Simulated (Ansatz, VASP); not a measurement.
# Sn in VASP and in Ansatz

```
Sn
1.0
     6.08471    0.00000    0.00000
     0.00000    6.08471    0.00000
     0.00000    0.00000    6.08471
Sn
8
Direct
  0.50000 0.50000 0.50000
  0.00000 0.00000 0.00000
  0.25000 0.00000 0.50000
  0.50000 0.25000 0.00000
  0.50000 0.75000 0.00000
  0.75000 0.00000 0.50000
  0.00000 0.50000 0.75000
  0.00000 0.50000 0.25000
```

Alike in both runs: functional r2SCAN; k mesh 4 × 4 × 4; occupations gaussian, width 0.1 eV; no spin polarisation.

Ansatz relaxed the structure, and its values are those at the end. VASP's run is a single point on that final structure, the one shown.

|  | VASP | Ansatz |
| --- | --- | --- |
| version | VASP 6.6.1 | Ansatz 0.2.0 |
| potentials or method | VASP PAW PBE potentials, release 64 (Sn_d), cutoff 520 eV | scalar-relativistic, plane waves, PAW |
| valence electrons in the cell | 112 | 112 |

```csv
,VASP,Ansatz,Ansatz less VASP
gap on the k mesh at the Fermi level (eV),none,none,-
pressure (GPa),-0.2,-0.2,+0.03
```

VASP's potentials were made for PBE, not for r2SCAN. A gap of «none» marks a metal or a gap that the smearing closes.
